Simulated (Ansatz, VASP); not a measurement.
# Li2SiN3 in VASP and in Ansatz

File INCAR:

```
PREC     = Accurate       # precision mode
ENCUT    = 520            # plane-wave cutoff, eV
EDIFF    = 1E-6           # SCF threshold, eV
ISMEAR   = 0              # smearing method
SIGMA    = 0.1            # smearing width, eV
LREAL    = False          # projectors in reciprocal space
LASPH    = True           # aspherical terms in the spheres
NELM     = 150            # most SCF steps
ALGO     = Normal         # electronic algorithm
ISIF     = 2              # what is computed and relaxed
LWAVE    = False          # write WAVECAR
LCHARG   = False          # write CHGCAR
ISPIN    = 2              # spin polarisation
MAGMOM   = 0 0 0 1 1 1    # initial moments
LORBIT   = 11             # projections on sites
GGA      = PE             # functional
NBANDS   = 26             # bands
```

The input KPOINTS:

```
regular mesh
0
Gamma
  6 6 4
```

Contents of POSCAR:

```
Li2SiN3
1.0
    4.0241988300      0.0000000000      0.0000000000
   -2.0120994200      3.4850584200      0.0000000000
    0.0000000000      0.0000000000      4.8985573400
Li Si N
2 1 3
Direct
    0.3333333300      0.6666666700      0.0000000000
    0.6666666700      0.3333333300      0.0000000000
    0.0000000000      0.0000000000      0.5000000000
    0.3333333300      0.6666666700      0.5000000000
    0.6666666700      0.3333333300      0.5000000000
    0.0000000000      0.0000000000      0.0000000000
```

Input for Ansatz:

```yaml
crystal:
  lattice:
    - [4.02419883, 0.0, 0.0]
    - [-2.01209942, 3.48505842, 0.0]
    - [0.0, 0.0, 4.89855734]
  atoms:
    - { symbol: Li, position: [0.33333333, 0.66666667, 0.0] }
    - { symbol: Li, position: [0.66666667, 0.33333333, 0.0] }
    - { symbol: Si, position: [0.0, 0.0, 0.5] }
    - { symbol: "N", position: [0.33333333, 0.66666667, 0.5], spin: 1.0 }
    - { symbol: "N", position: [0.66666667, 0.33333333, 0.5], spin: 1.0 }
    - { symbol: "N", position: [0.0, 0.0, 0.0], spin: 1.0 }
basis:
  ecutwfc: 420
kpoints:
  mp_grid: { grid: [6, 6, 4] }
hamiltonian:
  xc: pbe
scf:
  occupations: { method: gaussian, width: 0.1 }
  lower_state_search: "off"
output:
  forces: true
  stress: true
  eigenvalues: true
  populations: true
magnetization:
  spin_polarized: true
```

Alike in both runs: task single point; functional PBE; k mesh 6 × 6 × 4; occupations gaussian, width 0.1 eV; collinear spin.

|  | VASP | Ansatz |
| --- | --- | --- |
| version | VASP 6.6.1 | Ansatz 0.2.0 |
| potentials or method | VASP PAW PBE potentials, release 64 (Li_sv, Si, N), cutoff 520 eV | scalar-relativistic, plane waves, PAW |
| valence electrons in the cell | 25 | 25 |

Ansatz gave:

| Item | Value |
| --- | --- |
| gap on the k mesh at the Fermi level (eV) | none |
| net moment per atom (μB) | 0.23 |
| size of the moment on the site where the two differ most (μB) | 0.46 |

**Question.** Estimate VASP's values.

**Answer.** gap on the k mesh at the Fermi level (eV): none; net moment per atom (μB): 0.23; size of the moment on the site where the two differ most (μB): 0.36.

Site moments also hang on the region over which each program counts them. A gap of «none» marks a metal or a gap that the smearing closes. With one functional, cell and mesh, what is left measures potentials, basis and numerics.

Noted on VASP's run: the cutoff is under 1.25 times that of the potentials, so the pressure is a little rough.
